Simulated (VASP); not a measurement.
# LiMo16 (a cell with a defect) in VASP: relaxation of the atoms with PBE+D3(BJ)

Aim: the relaxation of the atoms of LiMo16 (a cell with a defect) with PBE+D3(BJ).

Program: VASP 6.6.1. These are calculated values, not measurements. Logs are shortened: lines on timing, memory, paths and dates and some standing lists are left out, and cuts for length are marked.

**1. The cell of the first run**

The cell holds a defect, 17 atoms: a = 6.300 Å, b = 6.300 Å, c = 6.300 Å, α = 90.00°, β = 90.00°, γ = 90.00°.

**2. Relaxation of the atoms, PBE+D3(BJ)**

INCAR reads:

```
PREC = Accurate
ENCUT = 520
EDIFF = 1E-7
ISMEAR = -1
SIGMA = 0.05
LREAL = Auto
LASPH = T
NELM = 100
ALGO = Normal
ISIF = 2
LWAVE = F
LCHARG = F
GGA = PE
IVDW = 12
IBRION = 2
NSW = 45
EDIFFG = -0.08
```

KPOINTS reads:

```
Automatic mesh
0
Gamma
  2 2 2
```

POSCAR reads:

```
LiMo16
1.0
    6.3000000000      0.0000000000      0.0000000000
    0.0000000000      6.3000000000      0.0000000000
    0.0000000000      0.0000000000      6.3000000000
Mo Li
16 1
Direct
    0.0000000000      0.0000000000      0.0000000000
    0.5000000000      0.0000000000      0.0000000000
    0.0000000000      0.5000000000      0.0000000000
    0.0000000000      0.0000000000      0.5000000000
    0.2500000000      0.2500000000      0.2500000000
    0.5000000000      0.5000000000      0.0000000000
    0.5000000000      0.0000000000      0.5000000000
    0.7500000000      0.2500000000      0.2500000000
    0.0000000000      0.5000000000      0.5000000000
    0.2500000000      0.7500000000      0.2500000000
    0.2500000000      0.2500000000      0.7500000000
    0.5000000000      0.5000000000      0.5000000000
    0.7500000000      0.7500000000      0.2500000000
    0.7500000000      0.2500000000      0.7500000000
    0.2500000000      0.7500000000      0.7500000000
    0.7500000000      0.7500000000      0.7500000000
    0.8810373000      0.0030314000      0.7468828000
```

Potentials or basis: VASP PAW PBE potentials, release 64 (Mo_sv, Li_sv).

Launch:

```sh
$ cat potpaw_PBE.64/Mo_sv/POTCAR potpaw_PBE.64/Li_sv/POTCAR > POTCAR
$ mpirun -np 1 vasp_std > vasp.out
```

OUTCAR:

```text
PREC = Accurate
   ENCUT = 520
   EDIFF = 1E-7
   ISMEAR = -1
   LREAL = Auto
   LASPH = T
   NELM = 100
   ISIF = 2
   GGA = PE
   IVDW = 12
   IBRION = 2
   NSW = 45
   EDIFFG = -0.08
 IVDW          = 12

 ion  position               nearest neighbor table
   1  0.000  0.000  0.000-  17 1.76   8 2.73  10 2.73  11 2.73  13 2.73  14 2.73  15 2.73  16 2.73
                             5 2.73   2 3.15   3 3.15   4 3.15   4 3.15   3 3.15   2 3.15
   2  0.500  0.000  0.000-   5 2.73   8 2.73  10 2.73  11 2.73  13 2.73  14 2.73  15 2.73  16 2.73
                            17 2.88   7 3.15   1 3.15   6 3.15   7 3.15   6 3.15   1 3.15
   3  0.000  0.500  0.000-   5 2.73   8 2.73  10 2.73  11 2.73  13 2.73  14 2.73  15 2.73  16 2.73
                             6 3.15   1 3.15   9 3.15   9 3.15   1 3.15   6 3.15
   4  0.000  0.000  0.500-  17 1.73   8 2.73  10 2.73  11 2.73  13 2.73  14 2.73  15 2.73  16 2.73
                             5 2.73   1 3.15   9 3.15   7 3.15   1 3.15   9 3.15   7 3.15
   5  0.250  0.250  0.250-   1 2.73   2 2.73   3 2.73   4 2.73   6 2.73   7 2.73   9 2.73  12 2.73
                            10 3.15  11 3.15   8 3.15  11 3.15  10 3.15   8 3.15
   6  0.500  0.500  0.000-   5 2.73   8 2.73  10 2.73  11 2.73  13 2.73  14 2.73  15 2.73  16 2.73
                             3 3.15  12 3.15   2 3.15  12 3.15   2 3.15   3 3.15
   7  0.500  0.000  0.500-   5 2.73   8 2.73  10 2.73  11 2.73  13 2.73  14 2.73  15 2.73  16 2.73
                            17 2.86  12 3.15   2 3.15   4 3.15   2 3.15  12 3.15   4 3.15
   8  0.750  0.250  0.250-   1 2.73   2 2.73   3 2.73   4 2.73   6 2.73   7 2.73   9 2.73  12 2.73
                             5 3.15  13 3.15  14 3.15  14 3.15  13 3.15   5 3.15
   9  0.000  0.500  0.500-   5 2.73   8 2.73  10 2.73  11 2.73  13 2.73  14 2.73  15 2.73  16 2.73
                             4 3.15  12 3.15   3 3.15   3 3.15   4 3.15  12 3.15
  10  0.250  0.750  0.250-   1 2.73   2 2.73   3 2.73   4 2.73   6 2.73   7 2.73   9 2.73  12 2.73
                             5 3.15  13 3.15  15 3.15  15 3.15   5 3.15  13 3.15
  11  0.250  0.250  0.750-   1 2.73   2 2.73   3 2.73   4 2.73   6 2.73   7 2.73   9 2.73  12 2.73
                            17 2.80  14 3.15  15 3.15   5 3.15   5 3.15  15 3.15  14 3.15
  12  0.500  0.500  0.500-   5 2.73   8 2.73  10 2.73  11 2.73  13 2.73  14 2.73  15 2.73  16 2.73
                             7 3.15   6 3.15   9 3.15   6 3.15   7 3.15   9 3.15
  13  0.750  0.750  0.250-   1 2.73   2 2.73   3 2.73   4 2.73   6 2.73   7 2.73   9 2.73  12 2.73
                            10 3.15   8 3.15  16 3.15  16 3.15   8 3.15  10 3.15
  14  0.750  0.250  0.750-  17 1.76   2 2.73   3 2.73   4 2.73   6 2.73   7 2.73   9 2.73  12 2.73
                             1 2.73   8 3.15  16 3.15  11 3.15   8 3.15  16 3.15  11 3.15
  15  0.250  0.750  0.750-   1 2.73   2 2.73   3 2.73   4 2.73   6 2.73   7 2.73   9 2.73  12 2.73
                            17 2.82  10 3.15  16 3.15  11 3.15  10 3.15  11 3.15  16 3.15
  16  0.750  0.750  0.750-  17 1.80   2 2.73   3 2.73   4 2.73   6 2.73   7 2.73   9 2.73  12 2.73
                             1 2.73  14 3.15  15 3.15  13 3.15  13 3.15  14 3.15  15 3.15
  17  0.881  0.003  0.747-   4 1.73  14 1.76   1 1.76  16 1.80  11 2.80  15 2.82   7 2.86   2 2.88

  LATTYP: Found a simple cubic cell.
 ALAT       =     6.3000000000

  Lattice vectors:

 A1 = (   6.3000000000,   0.0000000000,   0.0000000000)
 A2 = (   0.0000000000,   6.3000000000,   0.0000000000)
 A3 = (   0.0000000000,   0.0000000000,   6.3000000000)

Analysis of symmetry for initial positions (statically):
=====================================================================
 Subroutine PRICEL returns:
 Original cell was already a primitive cell.

 Routine SETGRP: Setting up the symmetry group for a
 simple cubic supercell.

[... 134 lines left out ...]
   NSW    =     45    number of steps for IOM
   IBRION =      2    ionic relax: 0-MD 1-quasi-New 2-CG
   NFREE  =      1    steps in history (QN), initial steepest desc. (CG)
   ISIF   =      2    stress and relaxation
   ISYM   =      2    0-nonsym 1-usesym 2-fastsym
   POTIM  = 0.5000    time-step for ionic-motion
   TEBEG  =    0.0;   TEEND  =   0.0 temperature during run
   PSTRESS=    0.0 pullay stress
   NELECT =     227.0000    total number of electrons
   NUPDOWN=      -1.0000    fix difference up-down
   EMIN   =  10.00;   EMAX   =-10.00  energy-range for DOS
   EFERMI =   0.00;   METHOD = LEGACY
   ISMEAR =    -1;   SIGMA  =   0.05  broadening in eV -4-tet -1-fermi 0-gaus
   EFERMI_NEDOS =   21; number of points for ismear=-14 and -15
   IALGO  =     38    algorithm
   IMIX   =      4    mixing-type and parameters
     AMIX     =   0.40;   BMIX     =  1.00
     AMIX_MAG =   1.60;   BMIX_MAG =  1.00
  volume/ion in A,a.u.               =      14.71        99.26
  Fermi-wavevector in a.u.,A,eV,Ry     =   1.585171  2.995540 34.188290  2.512768
  Thomas-Fermi vector in A             =   2.684677
   LORBIT       =      0    0 simple, 1 ext, 2 COOP (PROOUT), +10 PAW based schemes
   GGA     = PE    functional components
   LHFCALC =     F    Hartree Fock is set to
   AEXX    =    0.0000 exact exchange contribution
   IVDW    =    12    specifies the selected vdW correction
   LEPSILON=     F    determine dielectric tensor
   LRPA    =     F    only Hartree local field effects (RPA)
 conjugate gradient relaxation of ions
 non-spin polarized calculation
  energy-cutoff  :      520.00
  volume of cell :      250.05
 maximum number of plane-waves:      6776
 NGX is ok and might be reduce to    48
   NGX = 23   NGY = 23   NGZ = 23

--------------------------------------- Ionic step        1  -------------------------------------------

 number of electron     227.0000035 magnetization

 Free energy of the ion-electron system (eV)
  ---------------------------------------------------
  ext. energy  EPLUGINS =         0.00000000
  ---------------------------------------------------
  free energy    TOTEN  =      -167.38260538 eV

  energy without entropy =     -167.31120821  energy(sigma->0) =     -167.34690680

------------------------ aborting loop because EDIFF is reached ----------------------------------------

 Edisp (eV)  -12.20457

 E8    (eV) :    -5.7323
[... 376 lines left out ...]
--------------------------------------- Ionic step        8  -------------------------------------------

 number of electron     227.0000008 magnetization

 Free energy of the ion-electron system (eV)
  ---------------------------------------------------
  ext. energy  EPLUGINS =         0.00000000
  ---------------------------------------------------
  free energy    TOTEN  =      -171.36126485 eV

  energy without entropy =     -171.29133967  energy(sigma->0) =     -171.32630226

 E-fermi :  12.6094     XC(G=0): -13.4446

 val. band max:       12.5750726408   @ k =   0.0000   0.0000   0.5000
 cond. band min:      12.6163920335   @ k =   0.0000   0.5000   0.0000
 fundamental gap:      0.0413193927
 Fermi energy:        12.6094020180

 k-point     1 :       0.0000    0.0000    0.0000
  band No.  band energies     occupation
      1     -48.4527      2.00000
      2     -48.2208      2.00000
      3     -48.2177      2.00000
      4     -48.2111      2.00000
      5     -48.2061      2.00000
      6     -48.1871      2.00000
[... 1013 lines left out ...]
    124      14.4920      0.00000
    125      14.5800      0.00000
 [bands above 125 left out]

------------------------ aborting loop because EDIFF is reached ----------------------------------------

 Edisp (eV)  -12.20975

 E8    (eV) :    -5.7359
[... 40 lines left out ...]
  FREE ENERGIE OF THE ION-ELECTRON SYSTEM (eV)
  ---------------------------------------------------
  free  energy   TOTEN  =      -183.5710198159 eV

  energy  without entropy=     -183.5010946337  energy(sigma->0) =     -183.53605722

 reached required accuracy - stopping structural energy minimisation
```

It took 34 min on 1 thread of Intel Xeon 6975P-C (Granite Rapids), shared host; peak memory 0.45 GiB.

Results:

* Free energy: -183.5710 eV
* Energy gained by relaxing: 234.3 meV/atom
* Ionic steps: 8
* Largest force after relaxing: 0.064 eV/Å
* Dispersion energy per atom: -0.718 eV

Forces on the atoms (eV/Å):
```
Mo   0.054  0.000 -0.017
Mo   0.034 -0.001  0.032
Mo  -0.031 -0.001 -0.006
Mo   0.044  0.000  0.032
Mo   0.015 -0.050 -0.004
Mo  -0.039  0.003 -0.019
Mo   0.033 -0.001 -0.034
Mo   0.037 -0.028  0.001
Mo  -0.031 -0.001  0.006
Mo   0.020  0.053 -0.004
Mo  -0.031  0.027  0.000
Mo  -0.035  0.003  0.018
Mo   0.039  0.026  0.001
Mo  -0.018 -0.061 -0.002
Mo  -0.033 -0.025  0.000
Mo  -0.027  0.054 -0.003
Li  -0.032  0.001  0.001
```

The path:
```csv
step,energy change (eV),largest force (eV/Å),pressure (GPa)
1,0.0000,8.9506,6.27
2,-2.2144,4.4762,12.22
3,-3.6380,1.4646,6.30
4,-3.9371,0.4620,5.68
5,-3.9419,0.5235,5.68
6,-3.9785,0.2166,6.04
7,-3.9786,0.1883,6.02
8,-3.9838,0.0640,5.96
```

Final structure:
```yaml
crystal:
  lattice:
    - [6.30000, 0.00000, 0.00000]
    - [0.00000, 6.30000, 0.00000]
    - [0.00000, 0.00000, 6.30000]
  atoms:
    - { symbol: Mo, position: [0.01976, 0.99946, 0.03869] }
    - { symbol: Mo, position: [0.50849, 0.00011, 0.99686] }
    - { symbol: Mo, position: [0.00157, 0.49989, 0.00193] }
    - { symbol: Mo, position: [0.02103, 0.99940, 0.45954] }
    - { symbol: Mo, position: [0.26055, 0.25833, 0.24976] }
    - { symbol: Mo, position: [0.49024, 0.50026, 0.00675] }
    - { symbol: Mo, position: [0.50872, 0.00011, 0.50305] }
    - { symbol: Mo, position: [0.74758, 0.25308, 0.25011] }
    - { symbol: Mo, position: [0.00145, 0.49987, 0.49828] }
    - { symbol: Mo, position: [0.26074, 0.74184, 0.24975] }
    - { symbol: Mo, position: [0.24127, 0.24746, 0.74989] }
    - { symbol: Mo, position: [0.49040, 0.50025, 0.49303] }
    - { symbol: Mo, position: [0.74742, 0.74671, 0.25009] }
    - { symbol: Mo, position: [0.72818, 0.28688, 0.75056] }
    - { symbol: Mo, position: [0.24152, 0.75270, 0.74989] }
    - { symbol: Mo, position: [0.72968, 0.71474, 0.75050] }
    - { symbol: Li, position: [0.88245, 0.00194, 0.74821] }
```

Levels at points of the mesh, in eV from the Fermi level:
```tsv
k point	band 109	band 110	band 111	band 112	band 113	band 114	band 115	band 116	band 117	band 118
(0.00, 0.00, 0.00)	-0.38	-0.34	-0.32	-0.30	-0.04	0.42	0.73	0.77	1.04	1.11
(0.50, 0.00, 0.00)	-0.78	-0.53	-0.23	-0.15	-0.08	0.21	0.31	0.58	0.79	0.80
(0.00, 0.50, 0.00)	-0.67	-0.48	-0.23	-0.21	-0.07	0.01	0.33	0.54	0.65	0.92
(0.00, 0.00, 0.50)	-0.63	-0.46	-0.24	-0.18	-0.05	-0.03	0.35	0.54	0.64	0.96
(0.50, 0.50, 0.00)	-0.82	-0.69	-0.69	-0.48	-0.23	-0.16	0.23	0.34	0.61	0.74
(0.00, 0.50, 0.50)	-0.98	-0.72	-0.71	-0.27	-0.16	-0.15	-0.13	0.10	0.51	0.70
(0.50, 0.00, 0.50)	-0.80	-0.75	-0.68	-0.49	-0.27	-0.23	0.23	0.41	0.63	0.69
(0.50, 0.50, 0.50)	-2.20	-2.15	-1.86	-1.83	-0.70	0.46	0.63	1.49	1.58	1.67
```

Caveat: the k points lie up to 0.50 Å⁻¹ apart; the cutoff is under 1.25 times the usual one of these potentials, so pressure, stress and relaxed cells hold a basis-set (Pulay) error; the relaxation stopped at a loose force limit of 0.08 eV/Å, so its end isn't a converged minimum.
